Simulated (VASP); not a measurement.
Here is a VASP 6.6.1 calculation.

File INCAR:

```
PREC = Accurate
ENCUT = 750
EDIFF = 1E-6
ISMEAR = -1
SIGMA = 0.05
LREAL = F
LASPH = T
NELM = 120
ALGO = Normal
ISIF = 2
LWAVE = F
LCHARG = F
GGA = CA
NBANDS = 13
GGA_COMPAT = F
```

File KPOINTS:

```
regular mesh
0
Gamma
  7 7 7
```

File POSCAR:

```
Li2Se
1.0
    0.0000000000      2.9823483861      2.9823483861
    2.9823483861      0.0000000000      2.9823483861
    2.9823483861      2.9823483861      0.0000000000
Se Li
1 2
Direct
    0.0000000000      0.0000000000      0.0000000000
    0.7500000000      0.7500000000      0.7500000000
    0.2500000000      0.2500000000      0.2500000000
```

Potentials or basis: VASP PAW LDA potentials, release 64 (Se, Li_sv).

Run with:

```console
$ cat potpaw_LDA.64/Se/POTCAR potpaw_LDA.64/Li_sv/POTCAR > POTCAR
$ mpirun -np 1 vasp_std > vasp.out
```

Problem. Predict the pressure.

Solution. -2.0 GPa.

Problem. What does it give for the band gap on the k mesh?

Solution. 2.93 eV (least direct gap 3.29 eV).

Caveat: an odd mesh through Γ misses points on the zone boundary, where band edges can lie.
